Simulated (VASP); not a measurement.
Input of a VASP 6.6.1 run:

File INCAR:

```
SYSTEM = Sc
PREC = Accurate
ENCUT = 520
EDIFF = 1E-6
ISMEAR = 1
SIGMA = 0.15
LREAL = .False.
LASPH = .True.
NELM = 80
ALGO = Normal
ISIF = 2
LWAVE = .False.
LCHARG = .True.
GGA = PS
LELF = .True.
LVHAR = .True.
NBANDS = 12
```

KPOINTS

```
Automatic mesh
0
Gamma
  11 11 11
  0 0 0
```

The input POSCAR:

```
Sc
1.0
    0.0000000000      2.3115486152      2.3115486152
    2.3115486152      0.0000000000      2.3115486152
    2.3115486152      2.3115486152      0.0000000000
Sc
1
Direct
    0.0000000000      0.0000000000      0.0000000000
```

Potentials or basis: VASP PAW PBE potentials, release 64 (Sc_sv).

Command:

```sh
$ cat potpaw_PBE.64/Sc_sv/POTCAR > POTCAR
$ mpirun -np 1 vasp_std > vasp.out
```

What does it give for the pressure?

-2.4 GPa.

Caveat: the PAW data sets were made with another functional, which shifts forces and pressure a little.
